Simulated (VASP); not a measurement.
# Te2Mo (P6_3/mmc) in VASP: further runs, part 3 of 3

VASP 6.6.1. Earlier steps stand in the parts before.

## 5. Single point, PBE

This run uses another cell than the first one, of 26.46 Å³/atom, 1.113 times its volume.

The input, INCAR:

```
PREC = Accurate
ENCUT = 520
EDIFF = 1E-6
ISMEAR = -1
SIGMA = 0.05
LREAL = F
LASPH = T
NELM = 80
ALGO = Normal
ISIF = 2
LWAVE = F
LCHARG = F
GGA = PE
NBANDS = 35
```

The input, KPOINTS:

```
Automatic mesh
0
Gamma
  9 9 2
```

The input, POSCAR:

```
Te2Mo
1.0
    3.5872018318      0.0000000000      0.0000000000
   -1.7936009159      3.1066079149      0.0000000000
    0.0000000000      0.0000000000     14.2476617354
Te Mo
4 2
Direct
    0.6666666667      0.3333333333      0.3790000000
    0.3333333333      0.6666666667      0.8790000000
    0.6666666667      0.3333333333      0.1210000000
    0.3333333333      0.6666666667      0.6210000000
    0.6666666667      0.3333333333      0.7500000000
    0.3333333333      0.6666666667      0.2500000000
```

Potentials or basis: VASP PAW PBE potentials, release 64 (Te, Mo_sv).

Run with:

```sh
$ cat potpaw_PBE.64/Te/POTCAR potpaw_PBE.64/Mo_sv/POTCAR > POTCAR
$ mpirun -np 1 vasp_std > vasp.out
```

OUTCAR:

```text
PREC = Accurate
   ENCUT = 520
   EDIFF = 1E-6
   ISMEAR = -1
   LREAL = F
   LASPH = T
   NELM = 80
   ISIF = 2
   GGA = PE

 ion  position               nearest neighbor table
   1  0.667  0.333  0.379-   6 2.77   6 2.77   6 2.77   3 3.68
   2  0.333  0.667  0.879-   5 2.77   5 2.77   5 2.77   4 3.68
   3  0.667  0.333  0.121-   6 2.77   6 2.77   6 2.77   1 3.68
   4  0.333  0.667  0.621-   5 2.77   5 2.77   5 2.77   2 3.68
   5  0.667  0.333  0.750-   2 2.77   4 2.77   2 2.77   4 2.77   2 2.77   4 2.77
   6  0.333  0.667  0.250-   1 2.77   3 2.77   1 2.77   3 2.77   1 2.77   3 2.77

  LATTYP: Found a hexagonal cell.
 ALAT       =     3.5872018318
 C/A-ratio  =     3.9718037633

  Lattice vectors:

 A1 = (   3.5872018318,   0.0000000000,   0.0000000000)
 A2 = (  -1.7936009159,   3.1066079149,   0.0000000000)
 A3 = (   0.0000000000,   0.0000000000,  14.2476617354)

Analysis of symmetry for initial positions (statically):
=====================================================================
 Subroutine PRICEL returns:
 Original cell was already a primitive cell.

 Routine SETGRP: Setting up the symmetry group for a
 hexagonal supercell.

 Subroutine GETGRP returns: Found 24 space group operations
 (whereof 12 operations were pure point group operations)
 out of a pool of 24 trial point group operations.

The static configuration has the point symmetry D_3d.
 The point group associated with its full space group is D_6h.

Analysis of symmetry for dynamics (positions and initial velocities):
=====================================================================
 Subroutine PRICEL returns:
 Original cell was already a primitive cell.

 Routine SETGRP: Setting up the symmetry group for a
 hexagonal supercell.

 Subroutine GETGRP returns: Found 24 space group operations
 (whereof 12 operations were pure point group operations)
 out of a pool of 24 trial point group operations.

The dynamic configuration has the point symmetry D_3d.
 The point group associated with its full space group is D_6h.

 Subroutine INISYM returns: Found 24 space group operations
 (whereof 12 operations are pure point group operations),
 and found     1 'primitive' translations

----------------------------------------------------------------------------------------

                                     Primitive cell

  volume of cell :     158.7764

  direct lattice vectors                    reciprocal lattice vectors
     3.587201832  0.000000000  0.000000000     0.278768814  0.160947250  0.000000000
    -1.793600916  3.106607915  0.000000000     0.000000000  0.321894500  0.000000000
     0.000000000  0.000000000 14.247661735     0.000000000  0.000000000  0.070186955

  length of vectors
     3.587201832  3.587201832 14.247661735     0.321894500  0.321894500  0.070186955

  position of ions in fractional coordinates (direct lattice)
     0.666666667  0.333333333  0.379000000
     0.333333333  0.666666667  0.879000000
     0.666666667  0.333333333  0.121000000
     0.333333333  0.666666667  0.621000000
     0.666666667  0.333333333  0.750000000
     0.333333333  0.666666667  0.250000000

  ion indices of the primitive-cell ions
   primitive index   ion index
                 1           1
                 2           2
[... 30 lines left out ...]

 Following reciprocal coordinates:
            Coordinates               Weight
  0.000000  0.000000  0.000000      1.000000
  0.111111 -0.000000  0.000000      6.000000
  0.222222 -0.000000  0.000000      6.000000
  0.333333  0.000000  0.000000      6.000000
  0.444444 -0.000000  0.000000      6.000000
  0.111111  0.111111  0.000000      6.000000
[... 16 lines left out ...]
  0.333333  0.222222  0.500000     12.000000
  0.333333  0.333333  0.500000      2.000000
   k-points           NKPTS =     24   k-points in BZ     NKDIM =     24   number of bands    NBANDS=     35
   number of dos      NEDOS =    301   number of ions     NIONS =      6
   total plane-waves  NPLWV =  84672
   dimension x,y,z NGX =    28 NGY =   28 NGZ =  108
   dimension x,y,z NGXF=    56 NGYF=   56 NGZF=  216
   ions per type =               4   2
   NGX,Y,Z   is equivalent  to a cutoff of  12.98, 12.98, 12.60 a.u.
   NGXF,Y,Z  is equivalent  to a cutoff of  25.95, 25.95, 25.20 a.u.
 SYSTEM =  unknown system
   PREC   = accura    normal or accurate (medium, high low for compatibility)
   ISTART =      0    job   : 0-new  1-cont  2-samecut
   ICHARG =      2    charge: 1-file 2-atom 10-const
   ISPIN  =      1    spin polarized calculation?
   LNONCOLLINEAR =      F non collinear calculations
   LSORBIT =      F    spin-orbit coupling
   LASPH  =      T    aspherical Exc in radial PAW
   ENCUT  =  520.0 eV  38.22 Ry    6.18 a.u.   6.67  6.67 26.49*2*pi/ulx,y,z
   NELM   =     80;   NELMIN=  2; NELMDL= -5     # of ELM steps
   EDIFF  = 0.1E-05   stopping-criterion for ELM
   LREAL  =      F    real-space projection
   EDIFFG = 0.1E-04   stopping-criterion for IOM
   NSW    =      0    number of steps for IOM
   IBRION =     -1    ionic relax: 0-MD 1-quasi-New 2-CG
   NFREE  =      0    steps in history (QN), initial steepest desc. (CG)
   ISIF   =      2    stress and relaxation
   ISYM   =      2    0-nonsym 1-usesym 2-fastsym
   POTIM  = 0.5000    time-step for ionic-motion
   TEBEG  =    0.0;   TEEND  =   0.0 temperature during run
   PSTRESS=    0.0 pullay stress
   NELECT =      52.0000    total number of electrons
   NUPDOWN=      -1.0000    fix difference up-down
   EMIN   =  10.00;   EMAX   =-10.00  energy-range for DOS
   EFERMI =   0.00;   METHOD = LEGACY
   ISMEAR =    -1;   SIGMA  =   0.05  broadening in eV -4-tet -1-fermi 0-gaus
   EFERMI_NEDOS =   21; number of points for ismear=-14 and -15
   IALGO  =     38    algorithm
   IMIX   =      4    mixing-type and parameters
     AMIX     =   0.40;   BMIX     =  1.00
     AMIX_MAG =   1.60;   BMIX_MAG =  1.00
  volume/ion in A,a.u.               =      26.46       178.58
  Fermi-wavevector in a.u.,A,eV,Ry     =   1.128446  2.132453 17.325518  1.273390
  Thomas-Fermi vector in A             =   2.265136
   LORBIT       =      0    0 simple, 1 ext, 2 COOP (PROOUT), +10 PAW based schemes
   GGA     = PE    functional components
   LHFCALC =     F    Hartree Fock is set to
   AEXX    =    0.0000 exact exchange contribution
   IVDW    =     0    specifies the selected vdW correction
   LEPSILON=     F    determine dielectric tensor
   LRPA    =     F    only Hartree local field effects (RPA)
 non-spin polarized calculation
  energy-cutoff  :      520.00
  volume of cell :      158.78
 maximum number of plane-waves:      4337
 NGX is ok and might be reduce to    28
   NGX = 13   NGY = 13   NGZ = 53

 number of electron      52.0000002 magnetization

 Free energy of the ion-electron system (eV)
  ---------------------------------------------------
  ext. energy  EPLUGINS =         0.00000000
  ---------------------------------------------------
  free energy    TOTEN  =       -35.99140325 eV

  energy without entropy =      -35.99137674  energy(sigma->0) =      -35.99138999

 E-fermi :   7.7670     XC(G=0): -10.1674

 val. band max:        7.3886774338   @ k =   0.0000   0.0000   0.0000
 cond. band min:       8.1910199669   @ k =   0.2222   0.2222   0.0000
 fundamental gap:      0.8023425331
 Fermi energy:         7.7669698258

 k-point     1 :       0.0000    0.0000    0.0000
  band No.  band energies     occupation
      1     -53.4720      2.00000
      2     -53.4720      2.00000
      3     -27.5952      2.00000
      4     -27.5952      2.00000
      5     -27.5058      2.00000
      6     -27.5058      2.00000
[... 901 lines left out ...]
     34      10.7816      0.00000
     35      12.2569      0.00000

------------------------ aborting loop because EDIFF is reached ----------------------------------------

  FORCE on cell =-STRESS in cart. coord.  units (eV):
  Direction    XX          YY          ZZ          XY          YZ          ZX
  --------------------------------------------------------------------------------------
  -------------------------------------------------------------------------------------
  Total       -2.3080055     -2.3080055     -2.8891980     -0.0000000     -0.0000000     -0.0000000
  in kB      -23.2895756    -23.2895756    -29.1542608     -0.0000000     -0.0000000     -0.0000000
  external PRESSURE =     -25.2444706 kB  Pullay stress =       0.0000000 kB

 VOLUME and BASIS-vectors are now :
 -----------------------------------------------------------------------------
  energy-cutoff  :      520.00
  volume of cell :      158.78
      direct lattice vectors                 reciprocal lattice vectors
     3.587201832  0.000000000  0.000000000     0.278768814  0.160947250  0.000000000
    -1.793600916  3.106607915  0.000000000     0.000000000  0.321894500  0.000000000
     0.000000000  0.000000000 14.247661735     0.000000000  0.000000000  0.070186955

 POSITION                                       TOTAL-FORCE (eV/Angst)
 -----------------------------------------------------------------------------------
      1.79360      1.03554      5.39986         0.000000      0.000000     -0.557090
     -0.00000      2.07107     12.52369         0.000000     -0.000000     -0.557090
      1.79360      1.03554      1.72397         0.000000      0.000000      0.557090
     -0.00000      2.07107      8.84780         0.000000     -0.000000      0.557090
      1.79360      1.03554     10.68575        -0.000000      0.000000      0.000000
     -0.00000      2.07107      3.56192        -0.000000     -0.000000      0.000000
 -----------------------------------------------------------------------------------
    total drift:                               -0.000000      0.000000     -0.000000

  FREE ENERGIE OF THE ION-ELECTRON SYSTEM (eV)
  ---------------------------------------------------
  free  energy   TOTEN  =       -35.9914032485 eV

  energy  without entropy=      -35.9913767363  energy(sigma->0) =      -35.99138999
```

stdout:

```text
POSCAR found type information on POSCAR TeMo
 POSCAR found :  2 types and       6 ions
 scaLAPACK will be used
 LDA part: xc-table for (Slater+PW92), standard interpolation
 POSCAR, INCAR and KPOINTS ok, starting setup
 FFT: planning ... GRIDC
 FFT: planning ... GRID_SOFT
 FFT: planning ... GRID
 WAVECAR not read
 entering main loop
```

Wall time 2.1 min (1 thread of AMD EPYC 7R13 (Zen 3), shared host); peak memory 0.31 GiB.

What came out:

- Free energy: -35.9914 eV
- Pressure: -2.5 GPa
- Largest force: 0.557 eV/Å
- Band gap on the k mesh: 0.80 eV, indirect (least direct gap 0.96 eV)

Forces in eV/Å, atoms in the order of the input:
```
Te   0.000  0.000 -0.557
Te   0.000  0.000 -0.557
Te   0.000  0.000  0.557
Te   0.000  0.000  0.557
Mo   0.000  0.000  0.000
Mo   0.000  0.000  0.000
```

Stress tensor (GPa, compression positive):
```
-2.33  0.00  0.00
 0.00 -2.33  0.00
 0.00  0.00 -2.92
```

Caveat: spin-orbit coupling is left out, which moves the levels of the heavy elements; this functional lacks dispersion, which binds the layers, so the pressure and a relaxed spacing across them are unreliable.

## 6. Overview

| level | cell | k mesh | smearing | gap on the mesh (eV) | pressure (GPa) | largest force (eV/Å) |
| --- | --- | --- | --- | --- | --- | --- |
| revPBE+D4 | a = 3.485, b = 3.485, c = 13.558 Å, angles 90.0, 90.0, 120.0°, 6 atoms | 9 × 9 × 2 | fermi-dirac 0.05 eV | 0.61 | 0.0 | - |
| PBE | a = 3.518, b = 3.518, c = 13.974 Å, angles 90.0, 90.0, 120.0°, 6 atoms | 6 × 6 × 2 | gaussian 0.01 eV | 0.82 | 2.9 | 0.19 |
| r2SCAN | a = 3.564, b = 3.564, c = 14.726 Å, angles 90.0, 90.0, 120.0°, 6 atoms | 9 × 9 × 2 | fermi-dirac 0.05 eV | 1.05 | 0.1 | 0.03 |
| PBE | a = 3.587, b = 3.587, c = 14.248 Å, angles 90.0, 90.0, 120.0°, 6 atoms | 9 × 9 × 2 | fermi-dirac 0.05 eV | 0.80 | -2.5 | 0.56 |

Alike in all rows: task single point; potentials or basis VASP PAW PBE potentials, release 64 (Te, Mo_sv); no spin polarisation; cutoff (eV) 520.

Caveats: spin-orbit coupling is left out, which moves the levels of the heavy elements; the PAW data sets were made with another functional, which shifts forces and pressure a little (some runs); this functional lacks dispersion, which binds the layers, so the pressure and a relaxed spacing across them are unreliable (some runs).

Total energies depend on the potentials used, so only differences within one code and one set of settings carry meaning.

## 7. Comparison with measurements

Step 2. Measured gap of Te2Mo: 0.88 eV (indirect; 300 K; quoted in “Broadband infrared study of pressure-tunable Fano resonance and metallization transition in 2H-MoTe2”, 2022, pmc:9569381). This calculation gives 0.61 eV (-0.27 eV). Spin-orbit coupling on Mo, Te is left out. The value is that of revPBE+D4 on a finite k mesh, which can miss the band edges, without temperature or zero-point motion. Semilocal functionals fall short of measured gaps as a rule.

Step 3. Against the measured gap of Te2Mo, 0.88 eV (indirect; 300 K; quoted in “Broadband infrared study of pressure-tunable Fano resonance and metallization transition in 2H-MoTe2”, 2022, pmc:9569381), the calculated 0.82 eV is off by -0.06 eV. Spin-orbit coupling on Mo, Te is left out. The value is that of PBE on a finite k mesh, which can miss the band edges, without temperature or zero-point motion. Semilocal functionals fall short of measured gaps as a rule.

Step 4. Measured gap of Te2Mo: 0.88 eV (indirect; 300 K; quoted in “Broadband infrared study of pressure-tunable Fano resonance and metallization transition in 2H-MoTe2”, 2022, pmc:9569381). This calculation gives 1.05 eV (+0.17 eV). Spin-orbit coupling on Mo, Te is left out. The value is that of r2SCAN on a finite k mesh, which can miss the band edges, without temperature or zero-point motion.

Step 5. Measured gap of Te2Mo: 0.88 eV (indirect; 300 K; quoted in “Broadband infrared study of pressure-tunable Fano resonance and metallization transition in 2H-MoTe2”, 2022, pmc:9569381). This calculation gives 0.80 eV (-0.08 eV). Spin-orbit coupling on Mo, Te is left out. The value is that of PBE on a finite k mesh, which can miss the band edges, without temperature or zero-point motion. Semilocal functionals fall short of measured gaps as a rule.
